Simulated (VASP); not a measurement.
**LaB6: relaxation of the atoms with BLYP+D3(BJ)**

LaB6:

```
CELL_PARAMETERS angstrom
4.17048 0.00000 0.00000
0.00000 4.17048 0.00000
0.00000 0.00000 4.17048
ATOMIC_POSITIONS crystal
La 0.00000 0.00000 0.00000
B 0.19958 0.50000 0.50000
B 0.80042 0.50000 0.50000
B 0.50000 0.50000 0.19958
B 0.50000 0.50000 0.80042
B 0.50000 0.19958 0.50000
B 0.50000 0.80042 0.50000
```

This cell differs from its parent crystal: volume scaled by 1.04.

```yaml
Program: VASP 6.6.1
Task: relaxation of the atoms
Functional: BLYP
Dispersion: D3(BJ)
Potentials_or_basis: VASP PAW PBE potentials, release 64 (La, B)
Cutoff: 520 eV
k_mesh: 6 × 6 × 6
Occupations: gaussian, width 0.05 eV
Spin: no spin polarisation
Dipole_correction: no
Further_INCAR_settings: ALGO = Normal; EDIFF = 1e-06; IBRION = 2; EDIFFG = -0.01; NSW = 60
```

```yaml
Energy_gained_by_relaxing: 0.0 meV/atom
Ionic_steps: 3
Pressure_after_relaxing: -6.6 GPa
Dispersion_energy_per_atom: -0.574 eV
```

Step by step:
```tsv
step	energy change (eV)	largest force (eV/Å)	pressure (GPa)
1	0.0000	0.0599	-6.69
2	0.0004	0.1068	-6.55
3	-0.0002	0.0006	-6.63
```

Final structure:
```
La B
1.0
     4.17048    0.00000    0.00000
     0.00000    4.17048    0.00000
     0.00000    0.00000    4.17048
La B
1 6
Direct
  0.00000 0.00000 0.00000
  0.19983 0.50000 0.50000
  0.80017 0.50000 0.50000
  0.50000 0.50000 0.19983
  0.50000 0.50000 0.80017
  0.50000 0.19983 0.50000
  0.50000 0.80017 0.50000
```

Levels at points of the mesh, in eV from the Fermi level:
| k point | band 12 | band 13 | band 14 | band 15 | band 16 | band 17 |
| --- | --- | --- | --- | --- | --- | --- |
| (0.00, 0.00, 0.00) | -1.89 | -1.89 | -1.89 | 0.11 | 0.11 | 0.11 |
| (0.50, 0.00, 0.00) | -3.47 | -3.32 | -2.36 | -1.55 | 1.17 | 1.51 |
| (0.50, 0.50, 0.00) | -4.41 | -3.03 | -3.03 | 0.85 | 0.85 | 1.57 |
| (0.50, 0.50, 0.50) | -2.55 | -2.55 | -2.55 | 1.20 | 1.41 | 1.41 |

Wall time 110 s on 1 thread of Intel(R) Xeon(R) Platinum 8259CL CPU @ 2.50GHz (Skylake/Cascade Lake) (shared host), peak memory 0.2 GiB.

Caveat: the PAW data sets were made with another functional, which shifts forces and pressure a little; spin-orbit coupling is left out, which moves the levels of the heavy elements; pairwise dispersion overbinds metals, which lowers pressure and volume.
